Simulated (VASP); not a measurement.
# BiTe (Fm-3m) in VASP: a series of runs

BiTe is run at these levels: revPBE, BLYP+D3(BJ); tasks: single point.

All numbers are computed with VASP 6.6.1; they aren't measurements. Logs are shortened: lines on timing, memory, paths and dates and some standing lists are left out, and cuts for length are marked.

**1. The cell of the first run**

Symmetry: Fm-3m, No. 225, cubic system. The conventional cell has a = 6.470 Å, b = 6.470 Å, c = 6.470 Å, α = 90.00°, β = 90.00°, γ = 90.00°. Bi (site symmetry m-3m) has 6 Te at 3.23 Å within 4.3 Å. Te (site symmetry m-3m) has 6 Bi at 3.23 Å within 4.3 Å.

**2. Single point, revPBE**

Input file INCAR:

```
SYSTEM = BiTe
PREC = Accurate
ENCUT = 520
EDIFF = 1E-6
ISMEAR = 0
SIGMA = 0.05
LREAL = .False.
LASPH = .True.
NELM = 80
ALGO = Normal
ISIF = 2
LWAVE = .False.
LCHARG = .False.
GGA = RE
NBANDS = 18
```

Input file KPOINTS:

```
regular mesh
0
Gamma
  6 6 6
  0 0 0
```

Input file POSCAR:

```
BiTe
1.0
    0.0000000000      3.2349999084      3.2349999084
    3.2349999084      0.0000000000      3.2349999084
    3.2349999084      3.2349999084      0.0000000000
Bi Te
1 1
Direct
    0.5000000000      0.5000000000      0.5000000000
    0.0000000000      0.0000000000      0.0000000000
```

Potentials or basis: VASP PAW PBE potentials, release 64 (Bi_d, Te).

Launch:

```sh
$ cat potpaw_PBE.64/Bi_d/POTCAR potpaw_PBE.64/Te/POTCAR > POTCAR
$ mpirun -np 1 vasp_std > vasp.out
```

OUTCAR:

```text
SYSTEM = BiTe
   PREC = Accurate
   ENCUT = 520
   EDIFF = 1E-6
   ISMEAR = 0
   LREAL = .False.
   LASPH = .True.
   NELM = 80
   ISIF = 2
   GGA = RE

 ion  position               nearest neighbor table
   1  0.500  0.500  0.500-   2 3.23   2 3.23   2 3.23   2 3.23   2 3.23   2 3.23
   2  0.000  0.000  0.000-   1 3.23   1 3.23   1 3.23   1 3.23   1 3.23   1 3.23

  LATTYP: Found a face centered cubic cell.
 ALAT       =     6.4699998168

  Lattice vectors:

 A1 = (   0.0000000000,   3.2349999084,   3.2349999084)
 A2 = (   3.2349999084,   0.0000000000,   3.2349999084)
 A3 = (   3.2349999084,   3.2349999084,   0.0000000000)

Analysis of symmetry for initial positions (statically):
=====================================================================
 Subroutine PRICEL returns:
 Original cell was already a primitive cell.

 Routine SETGRP: Setting up the symmetry group for a
 face centered cubic supercell.

 Subroutine GETGRP returns: Found 48 space group operations
 (whereof 48 operations were pure point group operations)
 out of a pool of 48 trial point group operations.

The static configuration has the point symmetry O_h .

Analysis of symmetry for dynamics (positions and initial velocities):
=====================================================================
 Subroutine PRICEL returns:
 Original cell was already a primitive cell.

 Routine SETGRP: Setting up the symmetry group for a
 face centered cubic supercell.

 Subroutine GETGRP returns: Found 48 space group operations
 (whereof 48 operations were pure point group operations)
 out of a pool of 48 trial point group operations.

The dynamic configuration has the point symmetry O_h .

 Subroutine INISYM returns: Found 48 space group operations
 (whereof 48 operations are pure point group operations),
 and found     1 'primitive' translations

----------------------------------------------------------------------------------------

                                     Primitive cell

  volume of cell :      67.7100

  direct lattice vectors                    reciprocal lattice vectors
     0.000000000  3.234999908  3.234999908    -0.154559510  0.154559510  0.154559510
     3.234999908  0.000000000  3.234999908     0.154559510 -0.154559510  0.154559510
     3.234999908  3.234999908  0.000000000     0.154559510  0.154559510 -0.154559510

  length of vectors
     4.574980745  4.574980745  4.574980745     0.267704924  0.267704924  0.267704924

  position of ions in fractional coordinates (direct lattice)
     0.500000000  0.500000000  0.500000000
     0.000000000  0.000000000  0.000000000

  ion indices of the primitive-cell ions
   primitive index   ion index
                 1           1
                 2           2

----------------------------------------------------------------------------------------

 KPOINTS: regular mesh

Automatic generation of k-mesh.
 Grid dimensions read from file:
 generate k-points for:    6    6    6

 Generating k-lattice:

  Cartesian coordinates                     Fractional coordinates (reciprocal lattice)
    -0.025759918  0.025759918  0.025759918     0.166666667  0.000000000  0.000000000
     0.025759918 -0.025759918  0.025759918     0.000000000  0.166666667  0.000000000
     0.025759918  0.025759918 -0.025759918     0.000000000  0.000000000  0.166666667

  Length of vectors
     0.044617487  0.044617487  0.044617487

  Shift w.r.t. Gamma in fractional coordinates (k-lattice)
     0.000000000  0.000000000  0.000000000

 Subroutine IBZKPT returns following result:
 ===========================================

 Found     16 irreducible k-points:

 Following reciprocal coordinates:
            Coordinates               Weight
  0.000000  0.000000  0.000000      1.000000
  0.166667  0.000000  0.000000      8.000000
  0.333333  0.000000  0.000000      8.000000
  0.500000  0.000000  0.000000      4.000000
  0.166667  0.166667  0.000000      6.000000
  0.333333  0.166667  0.000000     24.000000
[... 8 lines left out ...]
 -0.333333  0.333333  0.166667     24.000000
 -0.333333  0.500000  0.166667     12.000000
   k-points           NKPTS =     16   k-points in BZ     NKDIM =     16   number of bands    NBANDS=     18
   number of dos      NEDOS =    301   number of ions     NIONS =      2
   total plane-waves  NPLWV =  46656
   dimension x,y,z NGX =    36 NGY =   36 NGZ =   36
   dimension x,y,z NGXF=    72 NGYF=   72 NGZF=   72
   ions per type =               1   1
   NGX,Y,Z   is equivalent  to a cutoff of  13.08, 13.08, 13.08 a.u.
   NGXF,Y,Z  is equivalent  to a cutoff of  26.16, 26.16, 26.16 a.u.
 SYSTEM =  BiTe
   PREC   = accura    normal or accurate (medium, high low for compatibility)
   ISTART =      0    job   : 0-new  1-cont  2-samecut
   ICHARG =      2    charge: 1-file 2-atom 10-const
   ISPIN  =      1    spin polarized calculation?
   LNONCOLLINEAR =      F non collinear calculations
   LSORBIT =      F    spin-orbit coupling
   LASPH  =      T    aspherical Exc in radial PAW
   ENCUT  =  520.0 eV  38.22 Ry    6.18 a.u.   8.51  8.51  8.51*2*pi/ulx,y,z
   NELM   =     80;   NELMIN=  2; NELMDL= -5     # of ELM steps
   EDIFF  = 0.1E-05   stopping-criterion for ELM
   LREAL  =      F    real-space projection
   EDIFFG = 0.1E-04   stopping-criterion for IOM
   NSW    =      0    number of steps for IOM
   IBRION =     -1    ionic relax: 0-MD 1-quasi-New 2-CG
   NFREE  =      0    steps in history (QN), initial steepest desc. (CG)
   ISIF   =      2    stress and relaxation
   ISYM   =      2    0-nonsym 1-usesym 2-fastsym
   POTIM  = 0.5000    time-step for ionic-motion
   TEBEG  =    0.0;   TEEND  =   0.0 temperature during run
   PSTRESS=    0.0 pullay stress
   NELECT =      21.0000    total number of electrons
   NUPDOWN=      -1.0000    fix difference up-down
   EMIN   =  10.00;   EMAX   =-10.00  energy-range for DOS
   EFERMI =   0.00;   METHOD = LEGACY
   ISMEAR =     0;   SIGMA  =   0.05  broadening in eV -4-tet -1-fermi 0-gaus
   EFERMI_NEDOS =   21; number of points for ismear=-14 and -15
   IALGO  =     38    algorithm
   IMIX   =      4    mixing-type and parameters
     AMIX     =   0.40;   BMIX     =  1.00
     AMIX_MAG =   1.60;   BMIX_MAG =  1.00
  volume/ion in A,a.u.               =      33.85       228.46
  Fermi-wavevector in a.u.,A,eV,Ry     =   1.108146  2.094092 16.707786  1.227988
  Thomas-Fermi vector in A             =   2.244669
   LORBIT       =      0    0 simple, 1 ext, 2 COOP (PROOUT), +10 PAW based schemes
   GGA     = RE    functional components
   LHFCALC =     F    Hartree Fock is set to
   AEXX    =    0.0000 exact exchange contribution
   IVDW    =     0    specifies the selected vdW correction
   LEPSILON=     F    determine dielectric tensor
   LRPA    =     F    only Hartree local field effects (RPA)
 non-spin polarized calculation
 Gauss-broadening in eV      SIGMA  =   0.05
  energy-cutoff  :      520.00
  volume of cell :       67.71
 maximum number of plane-waves:      1853
 NGX is ok and might be reduce to    36

 number of electron      21.0000001 magnetization

 Free energy of the ion-electron system (eV)
  ---------------------------------------------------
  ext. energy  EPLUGINS =         0.00000000
  ---------------------------------------------------
  free energy    TOTEN  =        -6.51226602 eV

  energy without entropy =       -6.50809739  energy(sigma->0) =       -6.51018170

 E-fermi :   6.6156     XC(G=0):  -9.3584

 val. band max:        6.5775264481   @ k =   0.1667   0.1667   0.0000
 cond. band min:       6.6178422374   @ k =   0.3333   0.0000   0.0000
 fundamental gap:      0.0403157893
 Fermi energy:         6.6156072688

 k-point     1 :       0.0000    0.0000    0.0000
  band No.  band energies     occupation
      1     -16.4664      2.00000
      2     -16.4664      2.00000
      3     -16.4657      2.00000
      4     -16.4657      2.00000
      5     -16.4657      2.00000
      6      -6.7822      2.00000
[... 10 lines left out ...]
     17      12.9087      0.00000
     18      13.3515      0.00000

 k-point     2 :       0.1667    0.0000    0.0000
  band No.  band energies     occupation
      1     -16.4675      2.00000
      2     -16.4675      2.00000
      3     -16.4652      2.00000
      4     -16.4639      2.00000
      5     -16.4639      2.00000
      6      -6.5348      2.00000
[... 10 lines left out ...]
     17      14.3625      0.00000
     18      14.6525      0.00000

 k-point     3 :       0.3333    0.0000    0.0000
  band No.  band energies     occupation
      1     -16.4701      2.00000
      2     -16.4701      2.00000
      3     -16.4643      2.00000
      4     -16.4603      2.00000
      5     -16.4603      2.00000
      6      -5.8131      2.00000
[... 10 lines left out ...]
     17      16.2505      0.00000
     18      17.2165      0.00000

 k-point     4 :       0.5000    0.0000    0.0000
  band No.  band energies     occupation
      1     -16.4713      2.00000
      2     -16.4713      2.00000
      3     -16.4638      2.00000
      4     -16.4584      2.00000
      5     -16.4584      2.00000
      6      -4.8263      2.00000
[... 10 lines left out ...]
     17      14.9285      0.00000
     18      15.9595      0.00000

 k-point     5 :       0.1667    0.1667    0.0000
  band No.  band energies     occupation
      1     -16.4695      2.00000
      2     -16.4665      2.00000
      3     -16.4652      2.00000
      4     -16.4632      2.00000
      5     -16.4632      2.00000
      6      -6.4580      2.00000
[... 10 lines left out ...]
     17      13.3853      0.00000
     18      13.6511      0.00000

 k-point     6 :       0.3333    0.1667    0.0000
  band No.  band energies     occupation
      1     -16.4723      2.00000
      2     -16.4664      2.00000
      3     -16.4660      2.00000
      4     -16.4608      2.00000
      5     -16.4596      2.00000
      6      -5.9159      2.00000
[... 10 lines left out ...]
     17      14.9611      0.00000
     18      15.2092      0.00000

 k-point     7 :       0.5000    0.1667    0.0000
  band No.  band energies     occupation
      1     -16.4731      2.00000
      2     -16.4687      2.00000
      3     -16.4636      2.00000
      4     -16.4596      2.00000
      5     -16.4579      2.00000
      6      -4.9933      2.00000
[... 10 lines left out ...]
     17      15.5126      0.00000
     18      16.3207      0.00000

 k-point     8 :      -0.3333    0.1667    0.0000
  band No.  band energies     occupation
      1     -16.4712      2.00000
      2     -16.4698      2.00000
      3     -16.4630      2.00000
      4     -16.4598      2.00000
      5     -16.4595      2.00000
      6      -5.3039      2.00000
[... 10 lines left out ...]
     17      15.6908      0.00000
     18      16.1609      0.00000

 k-point     9 :      -0.1667    0.1667    0.0000
  band No.  band energies     occupation
      1     -16.4691      2.00000
      2     -16.4685      2.00000
      3     -16.4646      2.00000
      4     -16.4630      2.00000
      5     -16.4609      2.00000
      6      -6.1348      2.00000
[... 10 lines left out ...]
     17      13.8422      0.00000
     18      16.4987      0.00000

 k-point    10 :       0.3333    0.3333    0.0000
  band No.  band energies     occupation
      1     -16.4765      2.00000
      2     -16.4682      2.00000
      3     -16.4630      2.00000
      4     -16.4580      2.00000
      5     -16.4580      2.00000
      6      -5.6207      2.00000
[... 10 lines left out ...]
     17      15.4115      0.00000
     18      15.4115      0.00000

 k-point    11 :       0.5000    0.3333    0.0000
  band No.  band energies     occupation
      1     -16.4776      2.00000
      2     -16.4671      2.00000
      3     -16.4639      2.00000
      4     -16.4571      2.00000
      5     -16.4564      2.00000
      6      -5.0429      2.00000
[... 10 lines left out ...]
     17      16.2808      0.00000
     18      16.5562      0.00000

 k-point    12 :      -0.3333    0.3333    0.0000
  band No.  band energies     occupation
      1     -16.4748      2.00000
      2     -16.4668      2.00000
      3     -16.4631      2.00000
      4     -16.4595      2.00000
      5     -16.4578      2.00000
      6      -4.5747      2.00000
[... 10 lines left out ...]
     17      15.7197      0.00000
     18      18.5772      0.00000

 k-point    13 :       0.5000    0.5000    0.0000
  band No.  band energies     occupation
      1     -16.4803      2.00000
      2     -16.4690      2.00000
      3     -16.4618      2.00000
      4     -16.4553      2.00000
      5     -16.4553      2.00000
      6      -5.0234      2.00000
[... 10 lines left out ...]
     17      16.4056      0.00000
     18      17.3226      0.00000

 k-point    14 :       0.5000    0.3333    0.1667
  band No.  band energies     occupation
      1     -16.4742      2.00000
      2     -16.4665      2.00000
      3     -16.4652      2.00000
      4     -16.4590      2.00000
      5     -16.4581      2.00000
      6      -5.3019      2.00000
[... 10 lines left out ...]
     17      15.0017      0.00000
     18      16.4896      0.00000

 k-point    15 :      -0.3333    0.3333    0.1667
  band No.  band energies     occupation
      1     -16.4745      2.00000
      2     -16.4673      2.00000
      3     -16.4622      2.00000
      4     -16.4614      2.00000
      5     -16.4567      2.00000
      6      -4.5700      2.00000
[... 10 lines left out ...]
     17      16.0133      0.00000
     18      17.2051      0.00000

 k-point    16 :      -0.3333    0.5000    0.1667
  band No.  band energies     occupation
      1     -16.4771      2.00000
      2     -16.4657      2.00000
      3     -16.4647      2.00000
      4     -16.4589      2.00000
      5     -16.4553      2.00000
      6      -4.7164      2.00000
[... 10 lines left out ...]
     17      16.8305      0.00000
     18      17.1910      0.00000

------------------------ aborting loop because EDIFF is reached ----------------------------------------

  FORCE on cell =-STRESS in cart. coord.  units (eV):
  Direction    XX          YY          ZZ          XY          YZ          ZX
  --------------------------------------------------------------------------------------
  -------------------------------------------------------------------------------------
  Total        0.7785502      0.7785502      0.7785502     -0.0000000      0.0000000     -0.0000000
  in kB       18.4223228     18.4223228     18.4223228     -0.0000000      0.0000000     -0.0000000
  external PRESSURE =      18.4223228 kB  Pullay stress =       0.0000000 kB

 VOLUME and BASIS-vectors are now :
 -----------------------------------------------------------------------------
  energy-cutoff  :      520.00
  volume of cell :       67.71
      direct lattice vectors                 reciprocal lattice vectors
     0.000000000  3.234999908  3.234999908    -0.154559510  0.154559510  0.154559510
     3.234999908  0.000000000  3.234999908     0.154559510 -0.154559510  0.154559510
     3.234999908  3.234999908  0.000000000     0.154559510  0.154559510 -0.154559510

 POSITION                                       TOTAL-FORCE (eV/Angst)
 -----------------------------------------------------------------------------------
      3.23500      3.23500      3.23500        -0.000000     -0.000000      0.000000
      0.00000      0.00000      0.00000         0.000000      0.000000      0.000000
 -----------------------------------------------------------------------------------
    total drift:                                0.000000      0.000000      0.000000

  FREE ENERGIE OF THE ION-ELECTRON SYSTEM (eV)
  ---------------------------------------------------
  free  energy   TOTEN  =        -6.5122660195 eV

  energy  without entropy=       -6.5080973894  energy(sigma->0) =       -6.51018170
```

It took 20 s on 1 thread of Intel Xeon Platinum 8488C (Sapphire Rapids), shared host; peak memory 0.2 GiB.

Results:

* Free energy: -6.5123 eV
* Pressure: 1.8 GPa

Caveat: the PAW data sets were made with another functional, which shifts forces and pressure a little; spin-orbit coupling is left out, which moves the levels of the heavy elements.

**3. Single point, revPBE**

Input file INCAR:

```
  PREC = Accurate
  ENCUT = 520
  EDIFF = 1E-7
  ISMEAR = 0
  SIGMA = 0.05
  LREAL = False
  LASPH = True
  NELM = 60
  ALGO = Normal
  ISIF = 2
  LWAVE = False
  LCHARG = True
  GGA = RE
  LELF = True
  LVHAR = True
  NBANDS = 18
```

Input file KPOINTS:

```
Automatic mesh
0
Gamma
  6 6 6
```

Input file POSCAR:

```
BiTe
1.0
    0.0000000000      3.2358562530      3.2358562530
    3.2358562530      0.0000000000      3.2358562530
    3.2358562530      3.2358562530      0.0000000000
Bi Te
1 1
Direct
    0.5000000000      0.5000000000      0.5000000000
    0.0000000000      0.0000000000      0.0000000000
```

Potentials or basis: VASP PAW PBE potentials, release 64 (Bi_d, Te).

Launch:

```sh
$ cat potpaw_PBE.64/Bi_d/POTCAR potpaw_PBE.64/Te/POTCAR > POTCAR
$ mpirun -np 1 vasp_std > vasp.out
```

It took 21 s on 1 thread of Intel Xeon Platinum 8488C (Sapphire Rapids), shared host; peak memory 0.2 GiB.

The run converged. Its results:

```
Free energy : -6.5129 eV
Pressure    : 1.8 GPa
```

Levels at points of the mesh, in eV from the Fermi level:
```tsv
k point	band 8	band 9	band 10	band 11	band 12	band 13
(0.00, 0.00, 0.00)	-2.43	-2.43	-2.43	2.28	2.28	2.28
(0.50, 0.00, 0.00)	-1.81	-1.81	-1.48	-0.67	-0.50	-0.50
(0.50, 0.50, 0.00)	-5.53	-3.90	-3.90	2.39	3.71	3.71
```

Caveat: the PAW data sets were made with another functional, which shifts forces and pressure a little; spin-orbit coupling is left out, which moves the levels of the heavy elements.

**4. Single point, BLYP+D3(BJ)**

Input file INCAR:

```
SYSTEM = BiTe
AGGAC = 1.0
AGGAX = 1.0
ALDAC = 0.0
ALDAX = 1.0
ALGO = Normal
EDIFF = 1E-6
ENCUT = 520
GGA = B5
ISIF = 2
ISMEAR = 0
IVDW = 12
LASPH = .TRUE.
LCHARG = .TRUE.
LELF = .TRUE.
LREAL = .FALSE.
LVHAR = .TRUE.
LWAVE = .FALSE.
NBANDS = 18
NELM = 80
PREC = Accurate
SIGMA = 0.05
VDW_A1 = 0.4298
VDW_A2 = 4.2359
VDW_S6 = 1.0
VDW_S8 = 2.6996
```

Input file KPOINTS:

```
k-points
0
G
  6 6 6
  0 0 0
```

Input file POSCAR:

```
BiTe
1.0
    0.0000000000      3.2349999084      3.2349999084
    3.2349999084      0.0000000000      3.2349999084
    3.2349999084      3.2349999084      0.0000000000
Bi Te
1 1
Direct
    0.5000000000      0.5000000000      0.5000000000
    0.0000000000      0.0000000000      0.0000000000
```

Launch:

```sh
$ cat potpaw_PBE.64/Bi_d/POTCAR potpaw_PBE.64/Te/POTCAR > POTCAR
$ mpirun -np 1 vasp_std > vasp.out
```

Run time: 28 s. Hardware: 1 thread of Intel Xeon Platinum 8488C (Sapphire Rapids), shared host; peak memory 0.21 GiB.

It converged, with:

- Free energy: -7.9588 eV
- Pressure: -0.7 GPa
- Dispersion energy per atom: -1.073 eV

Levels at points of the mesh, in eV from the Fermi level:
```
           k point  band 8  band 9  band 10  band 11  band 12  band 13
(0.00, 0.00, 0.00)   -2.45   -2.45    -2.45     2.21     2.21     2.21
(0.50, 0.00, 0.00)   -1.79   -1.79    -1.44    -0.63    -0.51    -0.51
(0.50, 0.50, 0.00)   -5.46   -3.87    -3.87     2.68     3.61     3.61
```

Caveat: the PAW data sets were made with another functional, which shifts forces and pressure a little; spin-orbit coupling is left out, which moves the levels of the heavy elements; pairwise dispersion overbinds metals, which lowers pressure and volume.

[end of part 1 of 2]
